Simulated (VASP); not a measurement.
The system is ZnHgO2.

```
CELL_PARAMETERS angstrom
3.32639 0.00000 0.00000
0.00000 3.32639 0.00000
0.00000 0.00000 5.19307
ATOMIC_POSITIONS crystal
Zn 0.00000 0.00000 0.00000
O 0.00000 0.50000 0.20343
O 0.50000 0.00000 0.79657
Hg 0.50000 0.50000 0.50000
```

Base run:

```yaml
Program: VASP 6.6.1
Functional: r2SCAN
Potentials_or_basis: VASP PAW PBE potentials, release 64 (Zn, O, Hg)
Cutoff: 520 eV
k_mesh: 8 × 8 × 6
Occupations: fermi-dirac, width 0.02 eV
Spin: no spin polarisation
```

Its results: band gap on the k mesh zero (filled and empty bands touch); pressure 1.3 GPa; largest force 0.064 eV/Å.

Q: The run is repeated on the same cell with these changes: functional from r2SCAN to PBE. What comes out?

A: Band gap on the k mesh zero (filled and empty bands touch); pressure 6.0 GPa; largest force 0.011 eV/Å.

Caveats: spin-orbit coupling is left out, which moves the levels of the heavy elements; the PAW data sets were made with another functional, which shifts forces and pressure a little (some runs).
